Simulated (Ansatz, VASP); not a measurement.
**Two plane-wave programs on NaSi8O16**

```
CELL_PARAMETERS angstrom
-4.22440 -4.22440 0.00000
4.22440 -4.22440 0.00000
0.00000 0.00000 5.37920
ATOMIC_POSITIONS crystal
Si 0.52609 0.47525 0.99491
Si 0.99606 0.48609 0.25169
Si 0.50195 0.51332 0.49498
Si 0.99600 0.48607 0.73826
Si 0.97392 0.02465 0.99505
Si 0.50388 0.01373 0.25171
Si 0.99806 0.98633 0.49496
Si 0.50392 0.01371 0.73832
O 0.17609 0.44612 0.99496
O 0.98417 0.18991 0.25971
O 0.80866 0.49522 0.99498
O 0.99811 0.79726 0.25127
O 0.19611 0.49085 0.49499
O 0.98410 0.18990 0.73030
O 0.80558 0.50351 0.49495
O 0.99796 0.79728 0.73867
O 0.69127 0.00465 0.99512
O 0.50183 0.70266 0.25136
O 0.32360 0.05336 0.99517
O 0.51578 0.30978 0.25970
O 0.69437 0.99630 0.49491
O 0.50202 0.70250 0.73870
O 0.30372 0.00893 0.49493
O 0.51584 0.30970 0.73026
Na 0.24987 0.74977 0.99490
```

Alike in both runs: functional PBE; dispersion D3(BJ); k mesh 2 × 2 × 2; occupations fermi-dirac, width 0.02 eV; collinear spin.

Ansatz relaxed the structure, and its values are those at the end. VASP's run is a single point on that final structure, the one shown.

```csv
,VASP,Ansatz
version,VASP 6.6.1,Ansatz 0.2.0
potentials or method,"VASP PAW PBE potentials, release 64 (Si, O, Na_pv), cutoff 520 eV","scalar-relativistic, plane waves, PAW"
valence electrons in the cell,135,137
```

VASP gave:

```
rms of the force components (eV/Å) : 0.023
net moment per atom (μB)           : 0.00
```

Q: Estimate Ansatz's values.

A: rms of the force components (eV/Å): 0.012; net moment per atom (μB): 0.00.

VASP's potentials hold 135 valence electrons a cell and Ansatz's 137, so a difference there can come from the potentials and not from the codes. Ansatz's warnings: filled band counts differ across k points, seeded moment not kept.

The k mesh is coarse, so the values compare programs but aren't converged.
